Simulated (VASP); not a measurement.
Here is a VASP 6.6.1 calculation.

File INCAR:

```
SYSTEM = GaSi16
PREC = Accurate
ENCUT = 520
EDIFF = 1E-7
ISMEAR = 0
SIGMA = 0.05
LREAL = Auto
LASPH = .True.
NELM = 150
ALGO = Normal
ISIF = 2
LWAVE = .False.
LCHARG = .True.
ISPIN = 2
MAGMOM = 0 0 0 0 0 0 0 0 0 0 0 0 0 0 0 0 0
LORBIT = 11
GGA = PE
IVDW = 12
LELF = .True.
LVHAR = .True.
NBANDS = 56
```

KPOINTS

```
regular mesh
0
Gamma
  2 2 2
  0 0 0
```

The input POSCAR:

```
GaSi16
1.0
    0.0000000000      5.4300000000      5.4300000000
    5.4300000000      0.0000000000      5.4300000000
    5.4300000000      5.4300000000      0.0000000000
Si Ga
16 1
Direct
    0.0115065378      0.0116223757     -0.0350196133
    0.1159518416      0.1161301105      0.1165719153
   -0.0027570902     -0.0026036832      0.4962069982
    0.1328171271      0.1329559853      0.6010062615
   -0.0128014733      0.5042011050      0.0041342541
    0.1159569061      0.6510779006      0.1165701657
   -0.0027538674      0.5088888582      0.4962054328
    0.1203560773      0.6241468692      0.6310870166
    0.5040506446     -0.0126478821      0.0041270718
    0.6509619705      0.1161096685      0.1165582873
    0.5087540516     -0.0026028545      0.4961912523
    0.6239941068      0.1205147330      0.6310767956
    0.5040518416      0.5042059853      0.0041279006
    0.6153027624      0.6154537753      0.1535267035
    0.4915540516      0.4917096685      0.5247698895
    0.6239969613      0.6241538674      0.6310779926
    0.2653164825      0.2654159300      1.2035825967
```

Potentials or basis: VASP PAW PBE potentials, release 64 (Si, Ga_d).

Command:

```console
$ cat potpaw_PBE.64/Si/POTCAR potpaw_PBE.64/Ga_d/POTCAR > POTCAR
$ mpirun -np 1 vasp_std > vasp.out
```

(1) Predict the net moment.

(2) Estimate the largest force.

(3) Predict the pressure.

(4) Estimate the dispersion energy per atom.

## Answers

(1) 0.00 μB per cell.

(2) 0.208 eV/Å.

(3) 3.1 GPa.

(4) -0.331 eV.

Caveat: the k points lie up to 0.50 Å⁻¹ apart; no moment was typed at the start, so none could form.
